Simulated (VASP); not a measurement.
Here is a VASP 6.6.1 calculation.

POSCAR

```
Au
1.0
    0.0000000000      2.0412400000      2.0412400000
    2.0412400000      0.0000000000      2.0412400000
    2.0412400000      2.0412400000      0.0000000000
Au
1
Direct
    0.0000000000      0.0000000000      0.0000000000
```

INCAR.step1

```
SYSTEM = Au
PREC = Accurate ; ENCUT = 550
ISMEAR = -1 ; SIGMA = 0.05
LREAL = .False. ; LASPH = .True.
NELM = 120 ; NBANDS = 12
GGA = PE ; ALGO = Normal
EDIFF = 1E-5 ; LWAVE = .True.
LCHARG = .False. ; GGA_COMPAT = .False.
```

The input INCAR.step2:

```
SYSTEM = Au
PREC = Accurate ; ENCUT = 550
EDIFF = 1E-6 ; ISMEAR = -1
SIGMA = 0.05 ; LREAL = .False.
LASPH = .True. ; NELM = 120
ALGO = Normal ; ISIF = 2
LWAVE = .False. ; LCHARG = .False.
METAGGA = R2SCAN ; LMIXTAU = .True.
NBANDS = 12 ; ISTART = 1
GGA_COMPAT = .False.
```

KPOINTS

```
regular mesh
0
Gamma
  11 11 11
  0 0 0
```

Potentials or basis: VASP PAW PBE potentials, release 64 (Au).

Launch:

```sh
$ cat potpaw_PBE.64/Au/POTCAR > POTCAR
$ cp INCAR.step1 INCAR
$ mpirun -np 1 vasp_std > vasp.out
$ cp INCAR.step2 INCAR
$ mpirun -np 1 vasp_std > vasp.out
```

(1) Estimate the pressure.

Answers

(1) 5.4 GPa.

Caveat: the PAW data sets were made with another functional, which shifts forces and pressure a little.
